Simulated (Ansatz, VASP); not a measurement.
# One calculation of CdTe, two programs

```
Cd Te
1.0
     2.93719    0.00000    0.00000
     0.00000    2.93719    0.00000
     0.00000    0.00000    2.93719
Cd Te
1 1
Direct
  0.00000 0.00000 0.00000
  0.50000 0.50000 0.50000
```

Change from the starting cell: volume scaled by 0.5, PAW files.

Alike in both runs: task single point; functional PBEsol; k mesh 13 × 13 × 13; occupations fermi-dirac, width 0.05 eV; no spin polarisation.

```csv
,VASP,Ansatz
version,VASP 6.6.1,Ansatz 0.2.0
potentials or method,"VASP PAW PBE potentials, release 64 (Cd, Te)","PAW with Ansatz's default frozen-core files, scalar-relativistic"
plane-wave cutoff (eV),520,420
valence electrons in the cell,18,36
```

Ansatz gave:

* pressure (GPa): 215.9

Q: Estimate VASP's values.

A: Pressure (GPa): 223.0.

VASP's potentials were made for PBE, not for PBEsol. Both programs put the cell under a high pressure, so it lies far from rest at this level. VASP's potentials hold 18 valence electrons a cell and Ansatz's 36, so a difference there can come from the potentials and not from the codes.

Neither program's run includes spin-orbit coupling. Noted on VASP's run: the cell as given lies far from equilibrium.
